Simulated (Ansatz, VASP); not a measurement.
HfN in VASP and in Ansatz

```xyz
2
Lattice="0.0000 2.2560 2.2560 2.2560 0.0000 2.2560 2.2560 2.2560 0.0000" Properties=species:S:1:pos:R:3 pbc="T T T"
Hf    0.0000    0.0000    0.0000
N     2.2560    2.2560    2.2560
```

Alike in both runs: task relaxation of cell and atoms; functional r2SCAN; k mesh 12 × 12 × 12; occupations fermi-dirac, width 0.1 eV; no spin polarisation.

|  | VASP | Ansatz |
| --- | --- | --- |
| version | VASP 6.6.1 | Ansatz 0.2.0 |
| potentials or method | VASP PAW PBE potentials, release 64 (Hf_pv, N) | PAW with Ansatz's default frozen-core files, scalar-relativistic |
| plane-wave cutoff (eV) | 600 | 500 |
| valence electrons in the cell | 15 | 31 |

VASP gave:

```
relaxed volume (Å³/atom)                                     : 11.48
relaxed cell length with the largest relative difference (Å) : 3.190
```

Task: What did Ansatz give for the same quantities?

Result: Relaxed volume (Å³/atom): 11.58; relaxed cell length with the largest relative difference (Å): 3.200.

VASP's potentials were made for PBE, not for r2SCAN. VASP's potentials hold 15 valence electrons a cell and Ansatz's 31, so a difference there can come from the potentials and not from the codes.

Spin-orbit coupling is off throughout.
